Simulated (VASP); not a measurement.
# MgO (P6_3/mmc) in VASP: single point with r2SCAN

Aim: the single point of MgO with r2SCAN.

All numbers are computed with VASP 6.6.1; they aren't measurements. Logs are shortened: lines on timing, memory, paths and dates and some standing lists are left out, and cuts for length are marked.

### Step 1. The cell of the first run

The structure is hexagonal, space group P6_3/mmc (No. 194). The conventional cell has a = 3.486 Å, b = 3.486 Å, c = 4.178 Å, α = 90.00°, β = 90.00°, γ = 120.00°. Mg (site symmetry -6m2) has 5 O at 2.01 to 2.09 Å within 2.7 Å. Within 2.7 Å of O (site symmetry -6m2) lie 5 Mg at 2.01 to 2.09 Å.

### Step 2. Single point, r2SCAN

File POSCAR:

```
MgO
1.0
    3.4863780000      0.0000000000      0.0000000000
   -1.7431890000      3.0192920000      0.0000000000
    0.0000000000      0.0000000000      4.1780410000
Mg O
2 2
Direct
    0.6666666667      0.3333333333      0.7500000000
    0.3333333333      0.6666666667      0.2500000000
    0.6666666667      0.3333333333      0.2500000000
    0.3333333333      0.6666666667      0.7500000000
```

File INCAR.step1:

```
SYSTEM = MgO
  ALGO = Normal
  EDIFF = 1E-5
  ENCUT = 660
  GGA = PE
  GGA_COMPAT = .False.
  ISMEAR = -1
  LASPH = .True.
  LCHARG = .False.
  LREAL = .False.
  LWAVE = .True.
  NBANDS = 16
  NELM = 120
  PREC = Accurate
  SIGMA = 0.01
```

File INCAR.step2:

```
SYSTEM = MgO
  ALGO = Normal
  EDIFF = 1E-6
  ENCUT = 660
  GGA_COMPAT = .False.
  ISIF = 2
  ISMEAR = -1
  ISTART = 1
  LASPH = .True.
  LCHARG = .False.
  LMIXTAU = .True.
  LREAL = .False.
  LWAVE = .False.
  METAGGA = R2SCAN
  NBANDS = 16
  NELM = 120
  PREC = Accurate
  SIGMA = 0.01
```

File KPOINTS:

```
k-points
0
Gamma
  5 5 4
  0 0 0
```

Potentials or basis: VASP PAW PBE potentials, release 64 (Mg, O).

Run with:

```console
cat potpaw_PBE.64/Mg/POTCAR potpaw_PBE.64/O/POTCAR > POTCAR
cp INCAR.step1 INCAR
mpirun -np 1 vasp_std > vasp.out
cp INCAR.step2 INCAR
mpirun -np 1 vasp_std > vasp.out
```

OUTCAR:

```text
SYSTEM = MgO
   EDIFF = 1E-6
   ENCUT = 660
   ISIF = 2
   ISMEAR = -1
   ISTART = 1
   LASPH = .True.
   LREAL = .False.
   METAGGA = R2SCAN
   NELM = 120
   PREC = Accurate

 ion  position               nearest neighbor table
   1  0.667  0.333  0.750-   4 2.01   4 2.01   4 2.01   3 2.09   3 2.09   2 2.90   2 2.90   2 2.90
                             2 2.90   2 2.90   2 2.90
   2  0.333  0.667  0.250-   3 2.01   3 2.01   3 2.01   4 2.09   4 2.09   1 2.90   1 2.90   1 2.90
                             1 2.90   1 2.90   1 2.90
   3  0.667  0.333  0.250-   2 2.01   2 2.01   2 2.01   1 2.09   1 2.09
   4  0.333  0.667  0.750-   1 2.01   1 2.01   1 2.01   2 2.09   2 2.09

  LATTYP: Found a hexagonal cell.
 ALAT       =     3.4863780000
 C/A-ratio  =     1.1983901344

  Lattice vectors:

 A1 = (   3.4863780000,   0.0000000000,   0.0000000000)
 A2 = (  -1.7431890000,   3.0192920000,   0.0000000000)
 A3 = (   0.0000000000,   0.0000000000,   4.1780410000)

Analysis of symmetry for initial positions (statically):
=====================================================================
 Subroutine PRICEL returns:
 Original cell was already a primitive cell.

 Routine SETGRP: Setting up the symmetry group for a
 hexagonal supercell.

 Subroutine GETGRP returns: Found 24 space group operations
 (whereof 12 operations were pure point group operations)
 out of a pool of 24 trial point group operations.

The static configuration has the point symmetry D_3d.
 The point group associated with its full space group is D_6h.

Analysis of symmetry for dynamics (positions and initial velocities):
=====================================================================
 Subroutine PRICEL returns:
 Original cell was already a primitive cell.

 Routine SETGRP: Setting up the symmetry group for a
 hexagonal supercell.

 Subroutine GETGRP returns: Found 24 space group operations
 (whereof 12 operations were pure point group operations)
 out of a pool of 24 trial point group operations.

The dynamic configuration has the point symmetry D_3d.
 The point group associated with its full space group is D_6h.

 Subroutine INISYM returns: Found 24 space group operations
 (whereof 12 operations are pure point group operations),
 and found     1 'primitive' translations

----------------------------------------------------------------------------------------

                                     Primitive cell

  volume of cell :      43.9797

  direct lattice vectors                    reciprocal lattice vectors
     3.486378000  0.000000000  0.000000000     0.286830631  0.165601737  0.000000000
    -1.743189000  3.019292000  0.000000000     0.000000000  0.331203474  0.000000000
     0.000000000  0.000000000  4.178041000     0.000000000  0.000000000  0.239346622

  length of vectors
     3.486378000  3.486378073  4.178041000     0.331203481  0.331203474  0.239346622

  position of ions in fractional coordinates (direct lattice)
     0.666666667  0.333333333  0.750000000
     0.333333333  0.666666667  0.250000000
     0.666666667  0.333333333  0.250000000
     0.333333333  0.666666667  0.750000000

  ion indices of the primitive-cell ions
   primitive index   ion index
                 1           1
                 2           2
                 3           3
                 4           4

----------------------------------------------------------------------------------------

 KPOINTS: k-points

Automatic generation of k-mesh.
 Grid dimensions read from file:
 generate k-points for:    5    5    4

 Generating k-lattice:

  Cartesian coordinates                     Fractional coordinates (reciprocal lattice)
     0.057366126  0.033120347  0.000000000     0.200000000 -0.000000000  0.000000000
     0.000000000  0.066240695  0.000000000     0.000000000  0.200000000  0.000000000
     0.000000000  0.000000000  0.059836656     0.000000000  0.000000000  0.250000000

  Length of vectors
     0.066240696  0.066240695  0.059836656

  Shift w.r.t. Gamma in fractional coordinates (k-lattice)
     0.000000000  0.000000000  0.000000000

 Subroutine IBZKPT returns following result:
 ===========================================

 Found     15 irreducible k-points:

 Following reciprocal coordinates:
            Coordinates               Weight
  0.000000  0.000000  0.000000      1.000000
  0.200000  0.000000  0.000000      6.000000
  0.400000  0.000000  0.000000      6.000000
  0.200000  0.200000  0.000000      6.000000
  0.400000  0.200000  0.000000      6.000000
  0.000000  0.000000  0.250000      2.000000
  0.200000  0.000000  0.250000     12.000000
  0.400000  0.000000  0.250000     12.000000
  0.200000  0.200000  0.250000     12.000000
  0.400000  0.200000  0.250000     12.000000
  0.000000  0.000000  0.500000      1.000000
  0.200000  0.000000  0.500000      6.000000
  0.400000  0.000000  0.500000      6.000000
  0.200000  0.200000  0.500000      6.000000
  0.400000  0.200000  0.500000      6.000000
   k-points           NKPTS =     15   k-points in BZ     NKDIM =     15   number of bands    NBANDS=     16
   number of dos      NEDOS =    301   number of ions     NIONS =      4
   total plane-waves  NPLWV =  32400
   dimension x,y,z NGX =    30 NGY =   30 NGZ =   36
   dimension x,y,z NGXF=    60 NGYF=   60 NGZF=   72
   ions per type =               2   2
   NGX,Y,Z   is equivalent  to a cutoff of  14.31, 14.31, 14.32 a.u.
   NGXF,Y,Z  is equivalent  to a cutoff of  28.61, 28.61, 28.65 a.u.
 SYSTEM =  MgO
   PREC   = accura    normal or accurate (medium, high low for compatibility)
   ISTART =      1    job   : 0-new  1-cont  2-samecut
   ICHARG =      0    charge: 1-file 2-atom 10-const
   ISPIN  =      1    spin polarized calculation?
   LNONCOLLINEAR =      F non collinear calculations
   LSORBIT =      F    spin-orbit coupling
   LASPH  =      T    aspherical Exc in radial PAW
   ENCUT  =  660.0 eV  48.51 Ry    6.96 a.u.   7.30  7.30  8.75*2*pi/ulx,y,z
   NELM   =    120;   NELMIN=  2; NELMDL=  0     # of ELM steps
   EDIFF  = 0.1E-05   stopping-criterion for ELM
   LREAL  =      F    real-space projection
   EDIFFG = 0.1E-04   stopping-criterion for IOM
   NSW    =      0    number of steps for IOM
   IBRION =     -1    ionic relax: 0-MD 1-quasi-New 2-CG
   NFREE  =      0    steps in history (QN), initial steepest desc. (CG)
   ISIF   =      2    stress and relaxation
   ISYM   =      2    0-nonsym 1-usesym 2-fastsym
   POTIM  = 0.5000    time-step for ionic-motion
   TEBEG  =    0.0;   TEEND  =   0.0 temperature during run
   PSTRESS=    0.0 pullay stress
   NELECT =      16.0000    total number of electrons
   NUPDOWN=      -1.0000    fix difference up-down
   EMIN   =  10.00;   EMAX   =-10.00  energy-range for DOS
   EFERMI =   0.00;   METHOD = LEGACY
   ISMEAR =    -1;   SIGMA  =   0.01  broadening in eV -4-tet -1-fermi 0-gaus
   EFERMI_NEDOS =   21; number of points for ismear=-14 and -15
   IALGO  =     38    algorithm
   IMIX   =      4    mixing-type and parameters
     AMIX     =   0.40;   BMIX     =  1.00
     AMIX_MAG =   1.60;   BMIX_MAG =  1.00
  volume/ion in A,a.u.               =      10.99        74.20
  Fermi-wavevector in a.u.,A,eV,Ry     =   1.168685  2.208494 18.583166  1.365824
  Thomas-Fermi vector in A             =   2.305168
   LORBIT       =      0    0 simple, 1 ext, 2 COOP (PROOUT), +10 PAW based schemes
   METAGGA = R2SCAN    functional components
   LHFCALC =     F    Hartree Fock is set to
   AEXX    =    0.0000 exact exchange contribution
   IVDW    =     0    specifies the selected vdW correction
   LEPSILON=     F    determine dielectric tensor
   LRPA    =     F    only Hartree local field effects (RPA)
 non-spin polarized calculation
  energy-cutoff  :      660.00
  volume of cell :       43.98
 maximum number of plane-waves:      1722
 NGX is ok and might be reduce to    30
   NGX = 15   NGY = 15   NGZ = 17

 number of electron      16.0000004 magnetization

 Free energy of the ion-electron system (eV)
  ---------------------------------------------------
  ext. energy  EPLUGINS =         0.00000000
  ---------------------------------------------------
  free energy    TOTEN  =       -32.08225608 eV

  energy without entropy =      -32.08225608  energy(sigma->0) =      -32.08225608

 E-fermi :   1.7823     XC(G=0): -10.5614

 val. band max:        1.5899408472   @ k =   0.0000   0.0000   0.0000
 cond. band min:       5.6784143347   @ k =   0.0000   0.0000   0.0000
 fundamental gap:      4.0884734876
 Fermi energy:         1.7823058951

 k-point     1 :       0.0000    0.0000    0.0000
  band No.  band energies     occupation
      1     -16.2994      2.00000
      2     -14.9319      2.00000
      3      -2.0834      2.00000
      4      -0.1774      2.00000
      5      -0.1774      2.00000
      6       0.7597      2.00000
[... 8 lines left out ...]
     15      18.3079      0.00000
     16      18.4079      0.00000

 k-point     2 :       0.2000    0.0000    0.0000
  band No.  band energies     occupation
      1     -16.1163      2.00000
      2     -14.9707      2.00000
      3      -1.7764      2.00000
      4      -0.7942      2.00000
      5      -0.4354      2.00000
      6       0.1376      2.00000
[... 8 lines left out ...]
     15      16.9997      0.00000
     16      17.4079      0.00000

 k-point     3 :       0.4000    0.0000    0.0000
  band No.  band energies     occupation
      1     -15.7240      2.00000
      2     -15.1244      2.00000
      3      -1.8169      2.00000
      4      -1.0310      2.00000
      5      -0.7447      2.00000
      6      -0.3087      2.00000
[... 8 lines left out ...]
     15      17.1212      0.00000
     16      17.4916      0.00000
[... 191 lines left out ...]
 k-point    14 :       0.2000    0.2000    0.5000
  band No.  band energies     occupation
      1     -15.4005      2.00000
      2     -15.4005      2.00000
      3      -1.9517      2.00000
      4      -1.9517      2.00000
      5      -0.2562      2.00000
      6      -0.2562      2.00000
[... 8 lines left out ...]
     15      18.5893      0.00000
     16      18.5893      0.00000

 k-point    15 :       0.4000    0.2000    0.5000
  band No.  band energies     occupation
      1     -15.3228      2.00000
      2     -15.3228      2.00000
      3      -2.1235      2.00000
      4      -2.1235      2.00000
      5      -0.6211      2.00000
      6      -0.6211      2.00000
[... 8 lines left out ...]
     15      19.1936      0.00000
     16      19.1936      0.00000

------------------------ aborting loop because EDIFF is reached ----------------------------------------

  FORCE on cell =-STRESS in cart. coord.  units (eV):
  Direction    XX          YY          ZZ          XY          YZ          ZX
  --------------------------------------------------------------------------------------
  -------------------------------------------------------------------------------------
  Total       -0.2707401     -0.2707401     -0.2199043      0.0000000      0.0000000      0.0000000
  in kB       -9.8630402     -9.8630408     -8.0110958      0.0000000      0.0000000      0.0000000
  external PRESSURE =      -9.2457256 kB  Pullay stress =       0.0000000 kB

 VOLUME and BASIS-vectors are now :
 -----------------------------------------------------------------------------
  energy-cutoff  :      660.00
  volume of cell :       43.98
      direct lattice vectors                 reciprocal lattice vectors
     3.486378000  0.000000000  0.000000000     0.286830631  0.165601737  0.000000000
    -1.743189000  3.019292000  0.000000000     0.000000000  0.331203474  0.000000000
     0.000000000  0.000000000  4.178041000     0.000000000  0.000000000  0.239346622

 POSITION                                       TOTAL-FORCE (eV/Angst)
 -----------------------------------------------------------------------------------
      1.74319      1.00643      3.13353         0.000000      0.000000      0.000000
     -0.00000      2.01286      1.04451         0.000000     -0.000000      0.000000
      1.74319      1.00643      1.04451         0.000000     -0.000000      0.000000
     -0.00000      2.01286      3.13353        -0.000000      0.000000      0.000000
 -----------------------------------------------------------------------------------
    total drift:                                0.000000     -0.000000      0.000000

  FREE ENERGIE OF THE ION-ELECTRON SYSTEM (eV)
  ---------------------------------------------------
  free  energy   TOTEN  =       -32.0822560805 eV

  energy  without entropy=      -32.0822560805  energy(sigma->0) =      -32.08225608
```

Run time: 1.7 min. Hardware: 1 thread of Intel Xeon 8259CL, shared host; peak memory 0.19 GiB.

What came out:

```yaml
Free_energy: -32.0823 eV
Pressure: -0.9 GPa
Band_gap_on_the_k_mesh: 4.09 eV, direct
```

Levels at points of the mesh, in eV from the valence-band top:
| k point | band 5 | band 6 | band 7 | band 8 | band 9 | band 10 | band 11 | band 12 |
| --- | --- | --- | --- | --- | --- | --- | --- | --- |
| (0.00, 0.00, 0.00) | -1.77 | -0.83 | -0.83 | 0.00 | 4.09 | 10.40 | 13.20 | 13.46 |
| (0.00, 0.00, 0.50) | -1.32 | -1.32 | -1.32 | -1.32 | 7.15 | 7.15 | 13.84 | 13.84 |

Caveat: the PAW data sets were made with another functional, which shifts forces and pressure a little. r2SCAN opens gaps a little over a GGA but as a rule still falls short of measured ones.
